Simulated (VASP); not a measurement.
# P (Cmce) in VASP: a series of runs

Aim: see how the results for P move with the level of theory and the settings. Levels: PBE, r2SCAN. Tasks: electric field gradients.

Everything below comes from runs of VASP 6.6.1. Logs are shortened: lines on timing, memory, paths and dates and some standing lists are left out, and cuts for length are marked.

### Step 1. The cell of the first run

It takes space group Cmce (No. 64, orthorhombic). Conventional cell: a = 3.295 Å, b = 10.930 Å, c = 4.544 Å, α = 90.00°, β = 90.00°, γ = 90.00°. Within 2.9 Å of P (site symmetry m) lie 3 P at 2.20 to 2.25 Å.

### Step 2. Electric field gradients, PBE

The input, INCAR:

```
SYSTEM = P
PREC     = Accurate       ! precision mode
ENCUT    = 520            ! plane-wave cutoff, eV
EDIFF    = 1E-8           ! SCF threshold, eV
ISMEAR   = -1             ! smearing method
SIGMA    = 0.05           ! smearing width, eV
LREAL    = .FALSE.        ! projectors in reciprocal space
LASPH    = .TRUE.         ! aspherical terms in the spheres
NELM     = 100            ! most SCF steps
ALGO     = Normal         ! electronic algorithm
ISIF     = 2              ! what is computed and relaxed
LWAVE    = .FALSE.        ! write WAVECAR
LCHARG   = .FALSE.        ! write CHGCAR
GGA      = PE             ! functional
LEFG     = .TRUE.       
NBANDS   = 18             ! bands
```

The input, KPOINTS:

```
Automatic mesh
0
G
  10 10 7
  0 0 0
```

The input, POSCAR:

```
P
1.0
    1.6477431241     -5.4650377251      0.0000000000
    1.6477431241      5.4650377251      0.0000000000
    0.0000000000      0.0000000000      4.5436355900
P
4
Direct
    0.4041431300      0.5958568700      0.9111848300
    0.5958568700      0.4041431300      0.0888151700
    0.0958568700      0.9041431300      0.4111848300
    0.9041431300      0.0958568700      0.5888151700
```

Potentials or basis: VASP PAW PBE potentials, release 64 (P).

Started as:

```
$ cat potpaw_PBE.64/P/POTCAR > POTCAR
$ mpirun -np 1 vasp_std > vasp.out
```

OUTCAR:

```text
SYSTEM = P
   PREC = Accurate
   ENCUT = 520
   EDIFF = 1E-8
   ISMEAR = -1
   LREAL = .FALSE.
   LASPH = .TRUE.
   NELM = 100
   ISIF = 2
   GGA = PE

 ion  position               nearest neighbor table
   1  0.404  0.596  0.911-   4 2.20   4 2.20   2 2.25
   2  0.596  0.404  0.089-   3 2.20   3 2.20   1 2.25
   3  0.096  0.904  0.411-   2 2.20   2 2.20   4 2.25
   4  0.904  0.096  0.589-   1 2.20   1 2.20   3 2.25

  LATTYP: Found a base centered orthorhombic cell.
 ALAT       =     3.2954862482
 B/A-ratio  =     3.3166806435
 C/A-ratio  =     1.3787451222

  Lattice vectors:

 A1 = (   1.6477431241,  -5.4650377251,   0.0000000000)
 A2 = (   1.6477431241,   5.4650377251,   0.0000000000)
 A3 = (   0.0000000000,   0.0000000000,   4.5436355900)

Analysis of symmetry for initial positions (statically):
=====================================================================
 Subroutine PRICEL returns:
 Original cell was already a primitive cell.

 Routine SETGRP: Setting up the symmetry group for a
 base centered orthorhombic supercell.

 Subroutine GETGRP returns: Found  8 space group operations
 (whereof  4 operations were pure point group operations)
 out of a pool of  8 trial point group operations.

The static configuration has the point symmetry C_2h.
 The point group associated with its full space group is D_2h.

Analysis of symmetry for dynamics (positions and initial velocities):
=====================================================================
 Subroutine PRICEL returns:
 Original cell was already a primitive cell.

 Routine SETGRP: Setting up the symmetry group for a
 base centered orthorhombic supercell.

 Subroutine GETGRP returns: Found  8 space group operations
 (whereof  4 operations were pure point group operations)
 out of a pool of  8 trial point group operations.

The dynamic configuration has the point symmetry C_2h.
 The point group associated with its full space group is D_2h.

 Subroutine INISYM returns: Found  8 space group operations
 (whereof  4 operations are pure point group operations),
 and found     1 'primitive' translations

----------------------------------------------------------------------------------------

[... 142 lines left out ...]

 E-fermi :   5.9346     XC(G=0):  -9.4250

 val. band max:        5.8825808356   @ k =   0.5000   0.5000   0.0000
 cond. band min:       5.9927062120   @ k =   0.5000   0.5000   0.0000
 fundamental gap:      0.1101253764
 Fermi energy:         5.9346097759

 k-point     1 :       0.0000    0.0000    0.0000
  band No.  band energies     occupation
      1      -9.9433      2.00000
      2      -7.1977      2.00000
      3      -3.9267      2.00000
      4      -0.9009      2.00000
      5       0.9123      2.00000
      6       0.9768      2.00000
[... 481 lines left out ...]
      5      -0.2801      2.00000
      6       0.3950      2.00000
[... 10 lines left out ...]
     17      11.9910      0.00000
     18      12.2601      0.00000

 [... further k-points ...]

------------------------ aborting loop because EDIFF is reached ----------------------------------------

  FORCE on cell =-STRESS in cart. coord.  units (eV):
  Direction    XX          YY          ZZ          XY          YZ          ZX
  --------------------------------------------------------------------------------------
  -------------------------------------------------------------------------------------
  Total        0.7319775      0.8661370      0.9493423      0.0000000      0.0000000      0.0000000
  in kB       14.3315164     16.9582502     18.5873397      0.0000000      0.0000000      0.0000000
  external PRESSURE =      16.6257021 kB  Pullay stress =       0.0000000 kB

 VOLUME and BASIS-vectors are now :
 -----------------------------------------------------------------------------
  energy-cutoff  :      520.00
  volume of cell :       81.83
      direct lattice vectors                 reciprocal lattice vectors
     1.647743124 -5.465037725  0.000000000     0.303445357 -0.091490677  0.000000000
     1.647743124  5.465037725  0.000000000     0.303445357  0.091490677  0.000000000
     0.000000000  0.000000000  4.543635590     0.000000000  0.000000000  0.220088073

 POSITION                                       TOTAL-FORCE (eV/Angst)
 -----------------------------------------------------------------------------------
      1.64774      1.04772      4.14009         0.000000      0.135412      0.254701
      1.64774     -1.04772      0.40354         0.000000     -0.135412     -0.254701
      1.64774      4.41731      1.86827         0.000000     -0.135412      0.254701
      1.64774     -4.41731      2.67536         0.000000      0.135412     -0.254701
 -----------------------------------------------------------------------------------
    total drift:                               -0.000000     -0.000000     -0.000000

  FREE ENERGIE OF THE ION-ELECTRON SYSTEM (eV)
  ---------------------------------------------------
  free  energy   TOTEN  =       -21.4930618250 eV

  energy  without entropy=      -21.4926644021  energy(sigma->0) =      -21.49286311

 Electric field gradients (V/A^2)
---------------------------------------------------------------------
 ion       V_xx      V_yy      V_zz      V_xy      V_xz      V_yz
---------------------------------------------------------------------
   1      36.339   -33.518    -2.821     0.000    -0.000   -57.562
   2      36.339   -33.518    -2.821     0.000     0.000   -57.562
   3      36.339   -33.518    -2.821     0.000    -0.000    57.562
   4      36.339   -33.518    -2.821    -0.000    -0.000    57.562
---------------------------------------------------------------------

 Electric field gradients after diagonalization (V/A^2)
 (convention: |V_zz| > |V_xx| > |V_yy|)
----------------------------------------------------------------------
 ion       V_xx      V_yy      V_zz     asymmetry (V_yy - V_xx)/ V_zz
----------------------------------------------------------------------
   1      41.404    36.339   -77.743       0.065
   2      41.404    36.339   -77.743       0.065
   3      41.404    36.339   -77.743       0.065
   4      41.404    36.339   -77.743       0.065
----------------------------------------------------------------------

           NMR quadrupolar parameters

 Cq : quadrupolar parameter    Cq=e*Q*V_zz/h
 eta: asymmetry parameters     (V_yy - V_xx)/ V_zz
 Q  : nuclear electric quadrupole moment in mb (millibarn)
----------------------------------------------------------------------
 ion       Cq(MHz)       eta       Q (mb)
----------------------------------------------------------------------
   1      -0.188       0.065       1.000
   2      -0.188       0.065       1.000
   3      -0.188       0.065       1.000
   4      -0.188       0.065       1.000
----------------------------------------------------------------------
```

stdout:

```text
POSCAR found type information on POSCAR P
 POSCAR found :  1 types and       4 ions
 scaLAPACK will be used
 LDA part: xc-table for (Slater+PW92), standard interpolation
 POSCAR, INCAR and KPOINTS ok, starting setup
 FFT: planning ... GRIDC
 FFT: planning ... GRID_SOFT
 FFT: planning ... GRID
 WAVECAR not read
 entering main loop
ion   1

ion   2

ion   3

ion   4
```

Wall time 90 s (1 thread of Intel Xeon 6975P-C (Granite Rapids), shared host); peak memory 0.3 GiB.

What came out:

```
Free energy                             : -21.4931 eV
Pressure                                : 1.7 GPa
Largest force                           : 0.288 eV/Å
Band gap on the k mesh                  : 0.11 eV
Largest electric field gradient by atom : P -77.7 V/Å²
```

Forces in eV/Å, atoms in the order of the input:
```
P    0.000  0.135  0.255
P    0.000 -0.135 -0.255
P    0.000 -0.135  0.255
P    0.000  0.135 -0.255
```

Levels at points of the mesh, in eV from the valence-band top:
| k point | band 7 | band 8 | band 9 | band 10 | band 11 | band 12 | band 13 | band 14 |
| --- | --- | --- | --- | --- | --- | --- | --- | --- |
| (0.00, 0.00, 0.00) | -4.08 | -2.79 | -2.59 | -1.23 | 0.56 | 1.00 | 1.89 | 2.81 |
| (0.50, 0.00, 0.00) | -3.41 | -3.41 | -2.67 | -2.67 | 0.65 | 0.65 | 1.47 | 1.47 |
| (0.50, 0.50, 0.00) | -4.17 | -2.43 | -1.60 | 0.00 | 0.11 | 0.77 | 2.10 | 2.70 |

Electric field gradients, principal values (V/Å²):
| atom | least | middle | greatest (by size) |
| --- | --- | --- | --- |
| 1 P | 36.339 | 41.404 | -77.743 |
| 2 P | 36.339 | 41.404 | -77.743 |
| 3 P | 36.339 | 41.404 | -77.743 |
| 4 P | 36.339 | 41.404 | -77.743 |

Caveat: semilocal functionals underestimate gaps, and a narrow one can read as zero; without QUAD_EFG the Cq values of the log hold for a quadrupole moment of 1 mb, not for the nuclei.

### Step 3. Electric field gradients, r2SCAN

POSCAR is that of step 2.

The input, INCAR.step1:

```
SYSTEM = P
PREC     = Accurate       ! precision mode
ENCUT    = 520            ! plane-wave cutoff, eV
ISMEAR   = -1             ! smearing method
SIGMA    = 0.05           ! smearing width, eV
LREAL    = .False.        ! projectors in reciprocal space
LASPH    = .True.         ! aspherical terms in the spheres
NELM     = 80             ! most SCF steps
NBANDS   = 18             ! bands
GGA      = PE             ! functional
ALGO     = Normal         ! electronic algorithm
EDIFF    = 1E-4           ! SCF threshold, eV
LWAVE    = .True.         ! write WAVECAR
LCHARG   = .False.        ! write CHGCAR
```

The input, INCAR.step2:

```
SYSTEM = P
PREC     = Accurate       ! precision mode
ENCUT    = 520            ! plane-wave cutoff, eV
EDIFF    = 1E-8           ! SCF threshold, eV
ISMEAR   = -1             ! smearing method
SIGMA    = 0.05           ! smearing width, eV
LREAL    = .False.        ! projectors in reciprocal space
LASPH    = .True.         ! aspherical terms in the spheres
NELM     = 80             ! most SCF steps
ALGO     = Normal         ! electronic algorithm
ISIF     = 2              ! what is computed and relaxed
LWAVE    = .False.        ! write WAVECAR
LCHARG   = .False.        ! write CHGCAR
METAGGA  = R2SCAN         ! meta-GGA
LMIXTAU  = .True.       
LEFG     = .True.       
NBANDS   = 18             ! bands
ISTART   = 1
```

The input, KPOINTS:

```
regular mesh
0
Gamma
  10 10 7
  0 0 0
```

Potentials or basis: VASP PAW PBE potentials, release 64 (P).

Started as:

```
$ cat potpaw_PBE.64/P/POTCAR > POTCAR
$ cp INCAR.step1 INCAR
$ mpirun -np 1 vasp_std > vasp.out
$ cp INCAR.step2 INCAR
$ mpirun -np 1 vasp_std > vasp.out
```

OUTCAR:

```text
SYSTEM = P
   PREC = Accurate
   ENCUT = 520
   EDIFF = 1E-8
   ISMEAR = -1
   LREAL = .False.
   LASPH = .True.
   NELM = 80
   ISIF = 2
   METAGGA = R2SCAN
   ISTART = 1

 ion  position               nearest neighbor table
   1  0.404  0.596  0.911-   4 2.20   4 2.20   2 2.25
   2  0.596  0.404  0.089-   3 2.20   3 2.20   1 2.25
   3  0.096  0.904  0.411-   2 2.20   2 2.20   4 2.25
   4  0.904  0.096  0.589-   1 2.20   1 2.20   3 2.25

  LATTYP: Found a base centered orthorhombic cell.
 ALAT       =     3.2954862482
[... 736 lines left out ...]
---------------------------------------------------------------------
 ion       V_xx      V_yy      V_zz      V_xy      V_xz      V_yz
---------------------------------------------------------------------
   1      37.566   -34.131    -3.435     0.000     0.000   -61.308
   2      37.566   -34.131    -3.435     0.000     0.000   -61.308
   3      37.566   -34.131    -3.435     0.000    -0.000    61.308
   4      37.566   -34.131    -3.435    -0.000    -0.000    61.308
---------------------------------------------------------------------

 Electric field gradients after diagonalization (V/A^2)
 (convention: |V_zz| > |V_xx| > |V_yy|)
----------------------------------------------------------------------
 ion       V_xx      V_yy      V_zz     asymmetry (V_yy - V_xx)/ V_zz
----------------------------------------------------------------------
   1      44.417    37.566   -81.982       0.084
   2      44.417    37.566   -81.982       0.084
   3      44.417    37.566   -81.982       0.084
   4      44.417    37.566   -81.982       0.084
----------------------------------------------------------------------

           NMR quadrupolar parameters

 Cq : quadrupolar parameter    Cq=e*Q*V_zz/h
 eta: asymmetry parameters     (V_yy - V_xx)/ V_zz
 Q  : nuclear electric quadrupole moment in mb (millibarn)
----------------------------------------------------------------------
 ion       Cq(MHz)       eta       Q (mb)
----------------------------------------------------------------------
   1      -0.198       0.084       1.000
   2      -0.198       0.084       1.000
   3      -0.198       0.084       1.000
   4      -0.198       0.084       1.000
----------------------------------------------------------------------
```

Run time: 8.5 min. Hardware: 1 thread of Intel Xeon 6975P-C (Granite Rapids), shared host; peak memory 0.32 GiB.

Results:

| Quantity | Value |
| --- | --- |
| Free energy | -35.9235 eV |
| Pressure | 0.0 GPa |
| Largest force | 0.009 eV/Å |
| Band gap on the k mesh | 0.26 eV |
| Largest electric field gradient by atom | P -82.0 V/Å² |

Forces in eV/Å, atoms in the order of the input:
```
P    0.000 -0.006 -0.007
P    0.000  0.006  0.007
P    0.000  0.006 -0.007
P    0.000 -0.006  0.007
```

Stress tensor (GPa, compression positive):
```
-0.11  0.00  0.00
 0.00  0.15  0.00
 0.00  0.00 -0.02
```

Electric field gradients, principal values (V/Å²):
```csv
atom,least,middle,greatest (by size)
1 P,37.566,44.417,-81.982
2 P,37.566,44.417,-81.982
3 P,37.566,44.417,-81.982
4 P,37.566,44.417,-81.982
```

Caveat: semilocal functionals underestimate gaps, and a narrow one can read as zero; without QUAD_EFG the Cq values of the log hold for a quadrupole moment of 1 mb, not for the nuclei; the PAW data sets were made with another functional, which shifts forces and pressure a little. A k mesh can miss the band edges.
